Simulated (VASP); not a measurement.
A run of VASP 6.6.1:

INCAR

```
SYSTEM = C18Se
PREC     = Accurate       ! precision mode
ENCUT    = 520            ! plane-wave cutoff, eV
EDIFF    = 1E-6           ! SCF threshold, eV
ISMEAR   = -1             ! smearing method
SIGMA    = 0.05           ! smearing width, eV
LREAL    = Auto         
LASPH    = .True.         ! aspherical terms in the spheres
NELM     = 100            ! most SCF steps
ALGO     = Normal         ! electronic algorithm
ISIF     = 2              ! what is computed and relaxed
LWAVE    = .False.        ! write WAVECAR
LCHARG   = .False.        ! write CHGCAR
GGA      = PE             ! functional
NBANDS   = 54             ! bands
```

Contents of KPOINTS:

```
regular mesh
0
Gamma
  2 2 1
  0 0 0
```

Contents of POSCAR:

```
C18Se
1.0
    7.3980000000      0.0000000000      0.0000000000
   -3.6990000000      6.4068560000      0.0000000000
    0.0000000000      0.0000000000     13.0000000000
C Se
18 1
Direct
   -0.0058415051     -0.0040447296      0.0698451538
    0.2161503295      0.1069221784      0.0720718462
   -0.0057444632      0.3285132364      0.0750776154
    0.2161168437      0.4403969747      0.0728590000
   -0.0057948915      0.6635078110      0.0741816923
    0.2161705719      0.7734706383      0.0722323846
    0.3264724136     -0.0054131075      0.0728697692
    0.5477275183      0.1028905597      0.0779961538
    0.3264127850      0.3295722582      0.0733599231
    0.5478137303      0.4425996152      0.0783048462
    0.3271698770      0.6623876048      0.0729674615
    0.5485556303      0.7731642478      0.0708022308
    0.6597197420     -0.0049757635      0.0721360000
    0.8830817812      0.1074122783      0.0716678462
    0.6589233445      0.3282386868      0.0923221538
    0.8853684505      0.4416347113      0.0831936923
    0.6598258022      0.6624845322      0.0717157692
    0.8831446180      0.7735382222      0.0707964615
    0.6832510708      0.3466689434      0.2554076923
```

Potentials or basis: VASP PAW PBE potentials, release 64 (C, Se).

Launch:

```console
$ cat potpaw_PBE.64/C/POTCAR potpaw_PBE.64/Se/POTCAR > POTCAR
$ mpirun -np 1 vasp_std > vasp.out
```

Hardware: 1 thread of Intel(R) Xeon(R) 6975P-C (Granite Rapids), with other jobs on the host.

Task: Estimate the wall time of this run.

Result: It took 2.5 min on 1 thread of Intel(R) Xeon(R) 6975P-C (Granite Rapids), on a shared host, peak memory 0.62 GiB. Counts: scf iterations 25, k points 4.
